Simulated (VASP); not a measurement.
CuSi16 (a cell with a defect), 17 atoms in the cell. The cell holds a defect, 17 atoms: a = 7.679 Å, b = 7.679 Å, c = 7.679 Å, α = 60.00°, β = 60.00°, γ = 60.00°. 

```yaml
Program: VASP 6.6.1
Task: single point
Functional: PBE
Dispersion: D3(BJ)
Potentials_or_basis: VASP PAW PBE potentials, release 64 (Si, Cu)
Cutoff: 520 eV
k_mesh: 2 × 2 × 2
Occupations: gaussian, width 0.02 eV
Spin: no spin polarisation
Dipole_correction: no
Charge: 1
Further_INCAR_settings: LREAL = Auto; ALGO = Normal; EDIFF = 1e-06; NBANDS = 52; NELECT = 74.0
```

Potentials or basis: VASP PAW PBE potentials, release 64 (Si, Cu).

Run with:

```console
$ cat potpaw_PBE.64/Si/POTCAR potpaw_PBE.64/Cu/POTCAR > POTCAR
$ mpirun -np 1 vasp_std > vasp.out
```

Hardware: 1 thread of AMD EPYC 9R45 96-Core Processor (Zen 5) (shared host).

Q: Estimate the wall time of this run.

A: Run time: 3.8 min on 1 thread of AMD EPYC 9R45 96-Core Processor (Zen 5), with other jobs on the host, peak memory 0.46 GiB. Counts: scf iterations 20, k points 8.
